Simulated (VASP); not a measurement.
# Si8Ni8O (a cell with a defect) in VASP: single point with PBE

Aim: the single point of Si8Ni8O (a cell with a defect) with PBE.

Program: VASP 6.6.1. These are calculated values, not measurements. Logs are shortened: lines on timing, memory, paths and dates and some standing lists are left out, and cuts for length are marked.

## Step 1: The cell of the first run

The cell holds a defect, 17 atoms: a = 6.549 Å, b = 7.599 Å, c = 6.160 Å, α = 55.66°, β = 73.38°, γ = 50.96°.

## Step 2: Single point, PBE

The input, INCAR:

```
SYSTEM = Si8Ni8O
ALGO = Normal
EDIFF = 1E-6
ENCUT = 520
GGA = PE
GGA_COMPAT = .False.
ISIF = 2
ISMEAR = 1
LASPH = .True.
LCHARG = .False.
LREAL = .False.
LWAVE = .False.
NBANDS = 73
NELM = 120
PREC = Accurate
SIGMA = 0.1
```

The input, KPOINTS:

```
k-points
0
Gamma
  4 4 4
  0 0 0
```

The input, POSCAR:

```
Si8Ni8O
1.0
    0.0000000000      3.3970617500      5.5985038700
    5.1384089300      0.0000000000      5.5985038700
    5.1384089300      3.3970617500      0.0000000000
Si Ni O
8 8 1
Direct
    0.2415913429      0.3287522836      0.4839954087
    0.7558182351      0.8406432853      0.9854624467
    0.2629517996      0.1701149726      0.0308050036
    0.7557200859      0.6586484997      0.5196703306
    0.1550523032      0.7584494320      0.5772225811
    0.6832985842      0.2251823453      0.0856741906
    0.3488757541      0.7355677224      0.9335454441
    0.8497930796      0.2381138223      0.3997229176
    0.2193180492      0.4805878705      0.0343894379
    0.7067362492      0.9797646838      0.5397224000
    0.3027510226      0.0055388420      0.4798182080
    0.7948276218      0.5244478796      0.9646582045
    0.0319066442      0.7759947354      0.2316520032
    0.4615439243      0.3168606461      0.7056947931
    0.4620980005      0.7422919860      0.2541880665
    1.0449387625      0.1632833192      0.8404808947
    0.7381996252      0.3607734474      0.5991190149
```

Potentials or basis: VASP PAW PBE potentials, release 64 (Si, Ni, O).

Run with:

```
$ cat potpaw_PBE.64/Si/POTCAR potpaw_PBE.64/Ni/POTCAR potpaw_PBE.64/O/POTCAR > POTCAR
$ mpirun -np 1 vasp_std > vasp.out
```

OUTCAR:

```text
SYSTEM = Si8Ni8O
   EDIFF = 1E-6
   ENCUT = 520
   GGA = PE
   ISIF = 2
   ISMEAR = 1
   LASPH = .True.
   LREAL = .False.
   NELM = 120
   PREC = Accurate

 ion  position               nearest neighbor table
   1  0.242  0.329  0.484-  14 2.18  11 2.24  13 2.29  16 2.32   9 2.33  10 2.41   4 2.57   3 2.88

   2  0.756  0.841  0.985-  12 2.33  13 2.33  10 2.36  15 2.36  14 2.42   9 2.43   3 2.62   4 2.76
                             6 3.04   5 3.08
   3  0.263  0.170  0.031-  16 2.13  14 2.18  15 2.19   9 2.20  11 2.32  12 2.43   2 2.62   1 2.88
                             8 2.97
   4  0.756  0.659  0.520-  17 2.10  10 2.32  12 2.35  13 2.37  11 2.38  15 2.42  16 2.54   1 2.57
                             2 2.76   7 3.13
   5  0.155  0.758  0.577-  10 2.29  14 2.31   9 2.33  11 2.35  15 2.39  13 2.39   8 2.46   7 2.71
                             2 3.08
   6  0.683  0.225  0.086-  10 2.31  16 2.34   9 2.35  13 2.36  12 2.48   8 2.55  17 2.56  14 2.63
                             7 2.66   2 3.04
   7  0.349  0.736  0.934-  12 2.28  16 2.29   9 2.30  11 2.31  13 2.33  15 2.34   6 2.66   5 2.71
                             4 3.13
   8  0.850  0.238  0.400-  17 1.68  12 2.24  11 2.33  10 2.33   5 2.46   6 2.55  14 2.64  15 2.67
                            16 2.94   3 2.97
   9  0.219  0.481  0.034-   3 2.20   7 2.30   5 2.33   1 2.33   6 2.35   2 2.43  14 2.58  13 2.60
                            12 2.72  11 2.84
  10  0.707  0.980  0.540-   5 2.29   6 2.31   4 2.32   8 2.33   2 2.36   1 2.41  11 2.65  14 2.65
                            12 2.70  13 2.72
  11  0.303  0.006  0.480-   1 2.24   7 2.31   3 2.32   8 2.33   5 2.35   4 2.38  15 2.59  10 2.65
                            16 2.74   9 2.84
  12  0.795  0.524  0.965-   8 2.24   7 2.28   2 2.33   4 2.35   3 2.43   6 2.48  16 2.61  15 2.69
                            10 2.70   9 2.72
  13  0.032  0.776  0.232-   1 2.29   2 2.33   7 2.33   6 2.36   4 2.37   5 2.39  16 2.58   9 2.60
                            15 2.70  10 2.72  14 3.08
  14  0.462  0.317  0.706-  17 1.91   3 2.18   1 2.18   5 2.31   2 2.42   9 2.58   6 2.63   8 2.64
                            10 2.65  15 2.84  13 3.08
  15  0.462  0.742  0.254-   3 2.19  17 2.20   7 2.34   2 2.36   5 2.39   4 2.42  11 2.59   8 2.67
                            12 2.69  13 2.70  16 2.82  14 2.84
  16  0.045  0.163  0.840-  17 1.97   3 2.13   7 2.29   1 2.32   6 2.34   4 2.54  13 2.58  12 2.61
                            11 2.74  15 2.82   8 2.94
  17  0.738  0.361  0.599-   8 1.68  14 1.91  16 1.97   4 2.10  15 2.20   6 2.56

  LATTYP: Found a face centered orthorhombic cell.
 ALAT       =     6.7941235000
 B/A-ratio  =     1.5126039231
 C/A-ratio  =     1.6480430095

  Lattice vectors:

 A1 = (   5.1384089300,   0.0000000000,  -5.5985038700)
 A2 = (   0.0000000000,   3.3970617500,  -5.5985038700)
 A3 = (   5.1384089300,   3.3970617500,   0.0000000000)

Analysis of symmetry for initial positions (statically):
=====================================================================
 Subroutine PRICEL returns:
 Original cell was already a primitive cell.

 Routine SETGRP: Setting up the symmetry group for a
 face centered orthorhombic supercell.

 Subroutine GETGRP returns: Found  1 space group operations
 (whereof  1 operations were pure point group operations)
 out of a pool of  8 trial point group operations.

The static configuration has the point symmetry C_1 .

Analysis of symmetry for dynamics (positions and initial velocities):
=====================================================================
 Subroutine PRICEL returns:
 Original cell was already a primitive cell.

 Routine SETGRP: Setting up the symmetry group for a
 face centered orthorhombic supercell.

 Subroutine GETGRP returns: Found  1 space group operations
 (whereof  1 operations were pure point group operations)
 out of a pool of  8 trial point group operations.

The dynamic configuration has the point symmetry C_1 .

 Subroutine INISYM returns: Found  1 space group operations
 (whereof  1 operations are pure point group operations),
 and found     1 'primitive' translations

----------------------------------------------------------------------------------------

                                     Primitive cell

  volume of cell :     195.4493
[... 49 lines left out ...]

 KPOINTS: k-points

Automatic generation of k-mesh.
 Grid dimensions read from file:
 generate k-points for:    4    4    4

 Generating k-lattice:

  Cartesian coordinates                     Fractional coordinates (reciprocal lattice)
    -0.024326596  0.036796505  0.022327394     0.250000000  0.000000000  0.000000000
     0.024326596 -0.036796505  0.022327394     0.000000000  0.250000000  0.000000000
     0.024326596  0.036796505 -0.022327394     0.000000000  0.000000000  0.250000000

  Length of vectors
     0.049439646  0.049439646  0.049439646

  Shift w.r.t. Gamma in fractional coordinates (k-lattice)
     0.000000000  0.000000000  0.000000000

 Subroutine IBZKPT returns following result:
 ===========================================

 Found     36 irreducible k-points:

 Following reciprocal coordinates:
            Coordinates               Weight
  0.000000  0.000000  0.000000      1.000000
  0.250000  0.000000  0.000000      2.000000
  0.000000  0.000000  0.250000      2.000000
 -0.250000 -0.250000 -0.250000      2.000000
  0.000000  0.250000  0.000000      2.000000
  0.500000  0.000000  0.000000      1.000000
[... 16 lines left out ...]
 -0.250000  0.000000  0.250000      2.000000
  0.250000  0.500000  0.250000      2.000000
 [... further k-points ...]
   k-points           NKPTS =     36   k-points in BZ     NKDIM =     36   number of bands    NBANDS=     73
   number of dos      NEDOS =    301   number of ions     NIONS =     17
   total plane-waves  NPLWV = 144000
   dimension x,y,z NGX =    50 NGY =   60 NGZ =   48
   dimension x,y,z NGXF=   100 NGYF=  120 NGZF=   96
   ions per type =               8   8   1
   NGX,Y,Z   is equivalent  to a cutoff of  12.69, 13.13, 12.95 a.u.
   NGXF,Y,Z  is equivalent  to a cutoff of  25.39, 26.25, 25.91 a.u.
 SYSTEM =  Si8Ni8O
   PREC   = accura    normal or accurate (medium, high low for compatibility)
   ISTART =      0    job   : 0-new  1-cont  2-samecut
   ICHARG =      2    charge: 1-file 2-atom 10-const
   ISPIN  =      1    spin polarized calculation?
   LNONCOLLINEAR =      F non collinear calculations
   LSORBIT =      F    spin-orbit coupling
   LASPH  =      T    aspherical Exc in radial PAW
   ENCUT  =  520.0 eV  38.22 Ry    6.18 a.u.  12.18 14.13 11.45*2*pi/ulx,y,z
   NELM   =    120;   NELMIN=  2; NELMDL= -5     # of ELM steps
   EDIFF  = 0.1E-05   stopping-criterion for ELM
   LREAL  =      F    real-space projection
   EDIFFG = 0.1E-04   stopping-criterion for IOM
   NSW    =      0    number of steps for IOM
   IBRION =     -1    ionic relax: 0-MD 1-quasi-New 2-CG
   NFREE  =      0    steps in history (QN), initial steepest desc. (CG)
   ISIF   =      2    stress and relaxation
   ISYM   =      2    0-nonsym 1-usesym 2-fastsym
   POTIM  = 0.5000    time-step for ionic-motion
   TEBEG  =    0.0;   TEEND  =   0.0 temperature during run
   PSTRESS=    0.0 pullay stress
   NELECT =     118.0000    total number of electrons
   NUPDOWN=      -1.0000    fix difference up-down
   EMIN   =  10.00;   EMAX   =-10.00  energy-range for DOS
   EFERMI =   0.00;   METHOD = LEGACY
   ISMEAR =     1;   SIGMA  =   0.10  broadening in eV -4-tet -1-fermi 0-gaus
   EFERMI_NEDOS =   21; number of points for ismear=-14 and -15
   IALGO  =     38    algorithm
   IMIX   =      4    mixing-type and parameters
     AMIX     =   0.40;   BMIX     =  1.00
     AMIX_MAG =   1.60;   BMIX_MAG =  1.00
  volume/ion in A,a.u.               =      11.50        77.59
  Fermi-wavevector in a.u.,A,eV,Ry     =   1.383643  2.614707 26.047928  1.914469
  Thomas-Fermi vector in A             =   2.508222
   LORBIT       =      0    0 simple, 1 ext, 2 COOP (PROOUT), +10 PAW based schemes
   GGA     = PE    functional components
   LHFCALC =     F    Hartree Fock is set to
   AEXX    =    0.0000 exact exchange contribution
   IVDW    =     0    specifies the selected vdW correction
   LEPSILON=     F    determine dielectric tensor
   LRPA    =     F    only Hartree local field effects (RPA)
 non-spin polarized calculation
 Methfessel and Paxton  Order N= 1 SIGMA  =   0.10
  energy-cutoff  :      520.00
  volume of cell :      195.45
 maximum number of plane-waves:      5282
 NGX is ok and might be reduce to    50
   NGX = 25   NGY = 29   NGZ = 23

 number of electron     118.0000003 magnetization

 Free energy of the ion-electron system (eV)
  ---------------------------------------------------
  ext. energy  EPLUGINS =         0.00000000
  ---------------------------------------------------
  free energy    TOTEN  =       -99.39568442 eV

  energy without entropy =      -99.39407994  energy(sigma->0) =      -99.39514959

 E-fermi :  10.7470     XC(G=0): -12.3257

 val. band max:       10.7336857186   @ k =   0.5000   0.0000   0.2500
 cond. band min:      10.7616683336   @ k =   0.5000   0.5000  -0.2500
 fundamental gap:      0.0279826149
 Fermi energy:        10.7470321251

 k-point     1 :       0.0000    0.0000    0.0000
  band No.  band energies     occupation
      1     -10.8220      2.00000
      2      -2.0681      2.00000
      3       0.2201      2.00000
      4       1.1180      2.00000
      5       1.4441      2.00000
      6       1.9155      2.00000
[... 1765 lines left out ...]
     70      14.2246      0.00000
     71      14.3766      0.00000

 [... further k-points ...]

 [bands above 71 left out]

------------------------ aborting loop because EDIFF is reached ----------------------------------------

  FORCE on cell =-STRESS in cart. coord.  units (eV):
  Direction    XX          YY          ZZ          XY          YZ          ZX
  --------------------------------------------------------------------------------------
  -------------------------------------------------------------------------------------
  Total       10.6392877     14.5692353     14.6908437      1.7600458      2.7869759      0.0315764
  in kB       87.2145712    119.4299514    120.4268250     14.4278115     22.8459756      0.2588449
  external PRESSURE =     109.0237825 kB  Pullay stress =       0.0000000 kB

 VOLUME and BASIS-vectors are now :
 -----------------------------------------------------------------------------
  energy-cutoff  :      520.00
  volume of cell :      195.45
      direct lattice vectors                 reciprocal lattice vectors
     0.000000000  3.397061750  5.598503870    -0.097306385  0.147186020  0.089309575
     5.138408930  0.000000000  5.598503870     0.097306385 -0.147186020  0.089309575
     5.138408930  3.397061750  0.000000000     0.097306385  0.147186020 -0.089309575

 POSITION                                       TOTAL-FORCE (eV/Angst)
 -----------------------------------------------------------------------------------
      4.17623      2.46486      3.19307         0.021309      0.210812      0.089153
      9.38328      5.91524      8.93780         0.077768      0.032270     -0.014795
      1.03241      0.99791      2.42453         0.060033     -0.126701     -0.128106
      6.05468      4.33258      7.91835        -0.050704      0.035425     -0.053102
      6.86323      2.48758      5.11424        -0.030033      0.110652     -0.030861
      1.59731      2.61225      5.08613         0.104218      0.038187     -0.151261
[... 9 lines left out ...]
      5.15775      3.00783      1.16573         0.061099     -0.149801     -0.189120
      4.93232      4.54295      6.15260        -0.184280     -0.558410      0.677068
 -----------------------------------------------------------------------------------
    total drift:                               -0.000203     -0.001084     -0.000032

  FREE ENERGIE OF THE ION-ELECTRON SYSTEM (eV)
  ---------------------------------------------------
  free  energy   TOTEN  =       -99.3956844220 eV

  energy  without entropy=      -99.3940799371  energy(sigma->0) =      -99.39514959
```

It took 41 min on 1 thread of Intel Xeon 8259CL, shared host; peak memory 0.61 GiB.

Results:

```
Free energy            : -99.3957 eV
Pressure               : 10.9 GPa
Largest force          : 0.897 eV/Å
Band gap on the k mesh : zero (bands 59 and 60 overlap by 0.39 eV)
```

Forces in eV/Å, atoms in the order of the input:
```
Si   0.021  0.211  0.089
Si   0.078  0.032 -0.015
Si   0.060 -0.127 -0.128
Si  -0.051  0.035 -0.053
Si  -0.030  0.111 -0.031
Si   0.104  0.038 -0.151
Si   0.067 -0.067 -0.061
Si  -0.351  0.008  0.036
Ni   0.065  0.045 -0.077
Ni   0.039  0.124 -0.032
Ni  -0.047  0.077  0.040
Ni   0.024 -0.100 -0.027
Ni   0.003  0.016 -0.053
Ni   0.109  0.383 -0.004
Ni   0.032 -0.079 -0.020
Ni   0.061 -0.150 -0.189
O   -0.184 -0.558  0.677
```

Stress tensor (GPa, compression positive):
```
 8.72  1.44  0.03
 1.44 11.94  2.28
 0.03  2.28 12.04
```

Levels at points of the mesh, in eV from the Fermi level:
| k point | band 56 | band 57 | band 58 | band 59 | band 60 | band 61 | band 62 | band 63 |
| --- | --- | --- | --- | --- | --- | --- | --- | --- |
| (0.00, 0.00, 0.00) | -1.14 | -0.83 | -0.73 | -0.31 | 0.24 | 0.88 | 1.42 | 2.25 |
| (0.50, 0.00, 0.00) | -1.05 | -0.88 | -0.59 | -0.28 | -0.03 | 0.36 | 0.65 | 0.90 |
| (0.00, 0.00, 0.50) | -1.06 | -0.86 | -0.50 | -0.28 | -0.15 | 0.42 | 0.57 | 0.74 |
| (0.50, 0.50, 0.50) | -1.00 | -0.85 | -0.69 | -0.37 | -0.13 | 0.34 | 0.69 | 1.12 |
| (0.00, 0.50, 0.00) | -1.04 | -0.87 | -0.57 | -0.23 | -0.10 | 0.31 | 0.63 | 0.93 |
| (0.50, 0.50, 0.00) | -1.15 | -0.78 | -0.35 | -0.11 | 0.20 | 0.24 | 0.60 | 0.74 |
| (0.50, 0.00, 0.50) | -0.76 | -0.70 | -0.50 | -0.21 | 0.23 | 0.80 | 1.16 | 1.62 |
| (0.00, 0.50, 0.50) | -1.11 | -0.65 | -0.42 | 0.11 | 0.34 | 0.60 | 1.07 | 1.19 |

Caveat: the run has no spin polarisation, though such a crystal can be magnetic.
